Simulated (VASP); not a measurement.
# Ta (Pm-3n) in VASP: single point with r2SCAN

Aim: the single point of Ta with r2SCAN.

Program: VASP 6.6.1. These are calculated values, not measurements. Logs are shortened: lines on timing, memory, paths and dates and some standing lists are left out, and cuts for length are marked.

## (1) The cell of the first run

The structure is cubic, space group Pm-3n (No. 223). Conventional cell: a = 5.290 Å, b = 5.290 Å, c = 5.290 Å, α = 90.00°, β = 90.00°, γ = 90.00°. Within 3.9 Å of Ta (site symmetry m-3) lie 12 Ta at 2.96 Å. Within 3.5 Å of Ta (site symmetry -4m2) lie 14 Ta at 2.64 to 3.24 Å.

## (2) Single point, r2SCAN

POSCAR

```
Ta
1.0
    5.2897836667      0.0000000000      0.0000000000
    0.0000000000      5.2897836667      0.0000000000
    0.0000000000      0.0000000000      5.2897836667
Ta
8
Direct
    0.5000000000      0.5000000000      0.5000000000
    0.0000000000      0.0000000000      0.0000000000
    0.2500000000      0.0000000000      0.5000000000
    0.5000000000      0.2500000000      0.0000000000
    0.5000000000      0.7500000000      0.0000000000
    0.7500000000      0.0000000000      0.5000000000
    0.0000000000      0.5000000000      0.7500000000
    0.0000000000      0.5000000000      0.2500000000
```

INCAR.step1

```
SYSTEM = Ta
  PREC = Accurate
  ENCUT = 520
  ISMEAR = 0
  SIGMA = 0.1
  LREAL = .FALSE.
  LASPH = .TRUE.
  NELM = 100
  NBANDS = 54
  GGA = PE
  ALGO = Normal
  EDIFF = 1E-4
  LWAVE = .TRUE.
  LCHARG = .FALSE.
```

INCAR.step2

```
SYSTEM = Ta
  PREC = Accurate
  ENCUT = 520
  EDIFF = 1E-7
  ISMEAR = 0
  SIGMA = 0.1
  LREAL = .FALSE.
  LASPH = .TRUE.
  NELM = 100
  ALGO = Normal
  ISIF = 2
  LWAVE = .FALSE.
  LCHARG = .FALSE.
  METAGGA = R2SCAN
  LMIXTAU = .TRUE.
  NBANDS = 54
  ISTART = 1
```

KPOINTS

```
regular mesh
0
G
  8 8 8
  0 0 0
```

Potentials or basis: VASP PAW PBE potentials, release 64 (Ta_pv).

The run is started by

```
cat potpaw_PBE.64/Ta_pv/POTCAR > POTCAR
cp INCAR.step1 INCAR
mpirun -np 1 vasp_std > vasp.out
cp INCAR.step2 INCAR
mpirun -np 1 vasp_std > vasp.out
```

OUTCAR:

```text
SYSTEM = Ta
   PREC = Accurate
   ENCUT = 520
   EDIFF = 1E-7
   ISMEAR = 0
   LREAL = .FALSE.
   LASPH = .TRUE.
   NELM = 100
   ISIF = 2
   METAGGA = R2SCAN
   ISTART = 1

 ion  position               nearest neighbor table
   1  0.500  0.500  0.500-   3 2.96   4 2.96   5 2.96   6 2.96   7 2.96   8 2.96   4 2.96   5 2.96
                             3 2.96   6 2.96   7 2.96   8 2.96
   2  0.000  0.000  0.000-   3 2.96   4 2.96   5 2.96   6 2.96   7 2.96   8 2.96   3 2.96   6 2.96
                             7 2.96   8 2.96   4 2.96   5 2.96
   3  0.250  0.000  0.500-   6 2.64   6 2.64   1 2.96   2 2.96   1 2.96   2 2.96   8 3.24   5 3.24
                             4 3.24   5 3.24   4 3.24   7 3.24   8 3.24   7 3.24
   4  0.500  0.250  0.000-   5 2.64   5 2.64   1 2.96   1 2.96   2 2.96   2 2.96   8 3.24   3 3.24
                             3 3.24   6 3.24   6 3.24   7 3.24   7 3.24   8 3.24
   5  0.500  0.750  0.000-   4 2.64   4 2.64   1 2.96   1 2.96   2 2.96   2 2.96   8 3.24   3 3.24
                             3 3.24   6 3.24   6 3.24   7 3.24   7 3.24   8 3.24
   6  0.750  0.000  0.500-   3 2.64   3 2.64   1 2.96   2 2.96   1 2.96   2 2.96   8 3.24   4 3.24
                             4 3.24   5 3.24   5 3.24   7 3.24   8 3.24   7 3.24
   7  0.000  0.500  0.750-   8 2.64   8 2.64   1 2.96   2 2.96   2 2.96   1 2.96   3 3.24   4 3.24
                             5 3.24   3 3.24   6 3.24   6 3.24   4 3.24   5 3.24
   8  0.000  0.500  0.250-   7 2.64   7 2.64   1 2.96   2 2.96   2 2.96   1 2.96   3 3.24   4 3.24
                             5 3.24   3 3.24   6 3.24   6 3.24   4 3.24   5 3.24

  LATTYP: Found a simple cubic cell.
 ALAT       =     5.2897836667

  Lattice vectors:

 A1 = (   5.2897836667,   0.0000000000,   0.0000000000)
 A2 = (   0.0000000000,   5.2897836667,   0.0000000000)
 A3 = (   0.0000000000,   0.0000000000,   5.2897836667)

Analysis of symmetry for initial positions (statically):
=====================================================================
 Subroutine PRICEL returns:
 Original cell was already a primitive cell.

 Routine SETGRP: Setting up the symmetry group for a
 simple cubic supercell.

 Subroutine GETGRP returns: Found 48 space group operations
 (whereof 24 operations were pure point group operations)
 out of a pool of 48 trial point group operations.

The static configuration has the point symmetry T_h .
 The point group associated with its full space group is O_h .

Analysis of symmetry for dynamics (positions and initial velocities):
=====================================================================
 Subroutine PRICEL returns:
 Original cell was already a primitive cell.

 Routine SETGRP: Setting up the symmetry group for a
 simple cubic supercell.

 Subroutine GETGRP returns: Found 48 space group operations
 (whereof 24 operations were pure point group operations)
 out of a pool of 48 trial point group operations.

The dynamic configuration has the point symmetry T_h .
 The point group associated with its full space group is O_h .

 Subroutine INISYM returns: Found 48 space group operations
 (whereof 24 operations are pure point group operations),
 and found     1 'primitive' translations

----------------------------------------------------------------------------------------

                                     Primitive cell

  volume of cell :     148.0177

  direct lattice vectors                    reciprocal lattice vectors
     5.289783667  0.000000000  0.000000000     0.189043648  0.000000000  0.000000000
     0.000000000  5.289783667  0.000000000     0.000000000  0.189043648  0.000000000
     0.000000000  0.000000000  5.289783667     0.000000000  0.000000000  0.189043648

  length of vectors
     5.289783667  5.289783667  5.289783667     0.189043648  0.189043648  0.189043648

  position of ions in fractional coordinates (direct lattice)
     0.500000000  0.500000000  0.500000000
     0.000000000  0.000000000  0.000000000
     0.250000000  0.000000000  0.500000000
     0.500000000  0.250000000  0.000000000
     0.500000000  0.750000000  0.000000000
     0.750000000  0.000000000  0.500000000
     0.000000000  0.500000000  0.750000000
     0.000000000  0.500000000  0.250000000

  ion indices of the primitive-cell ions
   primitive index   ion index
                 1           1
                 2           2
                 3           3
                 4           4
                 5           5
                 6           6
                 7           7
                 8           8

----------------------------------------------------------------------------------------

 KPOINTS: regular mesh

Automatic generation of k-mesh.
 Grid dimensions read from file:
 generate k-points for:    8    8    8

 Generating k-lattice:

  Cartesian coordinates                     Fractional coordinates (reciprocal lattice)
     0.023630456  0.000000000  0.000000000     0.125000000  0.000000000  0.000000000
     0.000000000  0.023630456  0.000000000     0.000000000  0.125000000  0.000000000
     0.000000000  0.000000000  0.023630456     0.000000000  0.000000000  0.125000000

  Length of vectors
     0.023630456  0.023630456  0.023630456

  Shift w.r.t. Gamma in fractional coordinates (k-lattice)
     0.000000000  0.000000000  0.000000000

 Subroutine IBZKPT returns following result:
 ===========================================

 Found     35 irreducible k-points:

 Following reciprocal coordinates:
            Coordinates               Weight
  0.000000  0.000000  0.000000      1.000000
  0.125000  0.000000  0.000000      6.000000
  0.250000  0.000000  0.000000      6.000000
  0.375000  0.000000  0.000000      6.000000
  0.500000  0.000000  0.000000      3.000000
  0.125000  0.125000  0.000000     12.000000
[... 16 lines left out ...]
  0.375000  0.375000  0.125000     24.000000
  0.500000  0.375000  0.125000     24.000000
 [... further k-points ...]
   k-points           NKPTS =     35   k-points in BZ     NKDIM =     35   number of bands    NBANDS=     54
   number of dos      NEDOS =    301   number of ions     NIONS =      8
   total plane-waves  NPLWV =  64000
   dimension x,y,z NGX =    40 NGY =   40 NGZ =   40
   dimension x,y,z NGXF=    80 NGYF=   80 NGZF=   80
   ions per type =               8
   NGX,Y,Z   is equivalent  to a cutoff of  12.57, 12.57, 12.57 a.u.
   NGXF,Y,Z  is equivalent  to a cutoff of  25.14, 25.14, 25.14 a.u.
 SYSTEM =  Ta
   PREC   = accura    normal or accurate (medium, high low for compatibility)
   ISTART =      1    job   : 0-new  1-cont  2-samecut
   ICHARG =      0    charge: 1-file 2-atom 10-const
   ISPIN  =      1    spin polarized calculation?
   LNONCOLLINEAR =      F non collinear calculations
   LSORBIT =      F    spin-orbit coupling
   LASPH  =      T    aspherical Exc in radial PAW
   ENCUT  =  520.0 eV  38.22 Ry    6.18 a.u.   9.84  9.84  9.84*2*pi/ulx,y,z
   NELM   =    100;   NELMIN=  2; NELMDL=  0     # of ELM steps
   EDIFF  = 0.1E-06   stopping-criterion for ELM
   LREAL  =      F    real-space projection
   EDIFFG = 0.1E-05   stopping-criterion for IOM
   NSW    =      0    number of steps for IOM
   IBRION =     -1    ionic relax: 0-MD 1-quasi-New 2-CG
   NFREE  =      0    steps in history (QN), initial steepest desc. (CG)
   ISIF   =      2    stress and relaxation
   ISYM   =      2    0-nonsym 1-usesym 2-fastsym
   POTIM  = 0.5000    time-step for ionic-motion
   TEBEG  =    0.0;   TEEND  =   0.0 temperature during run
   PSTRESS=    0.0 pullay stress
   NELECT =      88.0000    total number of electrons
   NUPDOWN=      -1.0000    fix difference up-down
   EMIN   =  10.00;   EMAX   =-10.00  energy-range for DOS
   EFERMI =   0.00;   METHOD = LEGACY
   ISMEAR =     0;   SIGMA  =   0.10  broadening in eV -4-tet -1-fermi 0-gaus
   EFERMI_NEDOS =   21; number of points for ismear=-14 and -15
   IALGO  =     38    algorithm
   IMIX   =      4    mixing-type and parameters
     AMIX     =   0.40;   BMIX     =  1.00
     AMIX_MAG =   1.60;   BMIX_MAG =  1.00
  volume/ion in A,a.u.               =      18.50       124.86
  Fermi-wavevector in a.u.,A,eV,Ry     =   1.376568  2.601337 25.782233  1.894941
  Thomas-Fermi vector in A             =   2.501801
   LORBIT       =      0    0 simple, 1 ext, 2 COOP (PROOUT), +10 PAW based schemes
   METAGGA = R2SCAN    functional components
   LHFCALC =     F    Hartree Fock is set to
   AEXX    =    0.0000 exact exchange contribution
   IVDW    =     0    specifies the selected vdW correction
   LEPSILON=     F    determine dielectric tensor
   LRPA    =     F    only Hartree local field effects (RPA)
 non-spin polarized calculation
 Gauss-broadening in eV      SIGMA  =   0.10
  energy-cutoff  :      520.00
  volume of cell :      148.02
 maximum number of plane-waves:      4013
 NGX is ok and might be reduce to    40
   NGX = 19   NGY = 19   NGZ = 19

 number of electron      87.9999970 magnetization

 Free energy of the ion-electron system (eV)
  ---------------------------------------------------
  ext. energy  EPLUGINS =         0.00000000
  ---------------------------------------------------
  free energy    TOTEN  =      -388.53136849 eV

  energy without entropy =     -388.50848025  energy(sigma->0) =     -388.51992437

 E-fermi :   5.2115     XC(G=0): -13.6090

 val. band max:        5.2048493057   @ k =   0.5000   0.5000   0.3750
 cond. band min:       5.2185484854   @ k =   0.3750   0.3750   0.0000
 fundamental gap:      0.0136991797
 Fermi energy:         5.2115493446

 k-point     1 :       0.0000    0.0000    0.0000
  band No.  band energies     occupation
      1     -30.6910      2.00000
      2     -30.6910      2.00000
      3     -30.5570      2.00000
      4     -30.2811      2.00000
      5     -30.2811      2.00000
      6     -30.2811      2.00000
[... 46 lines left out ...]
     53       8.5223      0.00000
     54       8.5328      0.00000
[... 1309 lines left out ...]
     53       8.2884      0.00000
     54       8.9465      0.00000

 [... further k-points ...]

------------------------ aborting loop because EDIFF is reached ----------------------------------------

  FORCE on cell =-STRESS in cart. coord.  units (eV):
  Direction    XX          YY          ZZ          XY          YZ          ZX
  --------------------------------------------------------------------------------------
  -------------------------------------------------------------------------------------
  Total        0.5445880      0.5445880      0.5445880     -0.0000000      0.0000000     -0.0000000
  in kB        5.8947435      5.8947435      5.8947435     -0.0000000      0.0000000     -0.0000000
  external PRESSURE =       5.8947435 kB  Pullay stress =       0.0000000 kB

 VOLUME and BASIS-vectors are now :
 -----------------------------------------------------------------------------
  energy-cutoff  :      520.00
  volume of cell :      148.02
      direct lattice vectors                 reciprocal lattice vectors
     5.289783667  0.000000000  0.000000000     0.189043648  0.000000000  0.000000000
     0.000000000  5.289783667  0.000000000     0.000000000  0.189043648  0.000000000
     0.000000000  0.000000000  5.289783667     0.000000000  0.000000000  0.189043648

 POSITION                                       TOTAL-FORCE (eV/Angst)
 -----------------------------------------------------------------------------------
      2.64489      2.64489      2.64489        -0.000000     -0.000000     -0.000000
      0.00000      0.00000      0.00000        -0.000000     -0.000000     -0.000000
      1.32245      0.00000      2.64489         0.000000      0.000000      0.000000
      2.64489      1.32245      0.00000        -0.000000     -0.000000     -0.000000
      2.64489      3.96734      0.00000         0.000000     -0.000000     -0.000000
      3.96734      0.00000      2.64489        -0.000000      0.000000      0.000000
      0.00000      2.64489      3.96734        -0.000000     -0.000000     -0.000000
      0.00000      2.64489      1.32245        -0.000000     -0.000000     -0.000000
 -----------------------------------------------------------------------------------
    total drift:                               -0.000000     -0.000000      0.000000

  FREE ENERGIE OF THE ION-ELECTRON SYSTEM (eV)
  ---------------------------------------------------
  free  energy   TOTEN  =      -388.5313684913 eV

  energy  without entropy=     -388.5084802498  energy(sigma->0) =     -388.51992437
```

Wall time 24 min (1 thread of Intel Xeon 8259CL, shared host); peak memory 0.37 GiB.

Results:

| Item | Value |
| --- | --- |
| Free energy | -388.5314 eV |
| Pressure | 0.6 GPa |
| Band gap on the k mesh | zero (bands 44 and 45 overlap by 0.17 eV) |

Caveat: the PAW data sets were made with another functional, which shifts forces and pressure a little; spin-orbit coupling is left out, which moves the levels of the heavy elements.
